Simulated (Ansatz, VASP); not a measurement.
LiBr: VASP beside Ansatz

```
Li Br
1.0
     0.00000    2.74450    2.74450
     2.74450    0.00000    2.74450
     2.74450    2.74450    0.00000
Li Br
1 1
Direct
  0.00000 0.00000 0.00000
  0.50000 0.50000 0.50000
```

Alike in both runs: task single point; functional PBE; k mesh 8 × 8 × 8; occupations fermi-dirac, width 0.03 eV; no spin polarisation.

```csv
,VASP,Ansatz
version,VASP 6.6.1,Ansatz 0.2.0
potentials or method,"VASP PAW PBE potentials, release 64 (Li_sv, Br), cutoff 750 eV","all-electron LAPW, non-relativistic"
```

|  | VASP | Ansatz | Ansatz less VASP |
| --- | --- | --- | --- |
| gap on the k mesh at the Fermi level (eV) | 4.97 | 5.31 | +0.338 |
| pressure (GPa) | 0.3 | 0.5 | +0.22 |

Ansatz ran all-electron here, and VASP with PAW potentials.
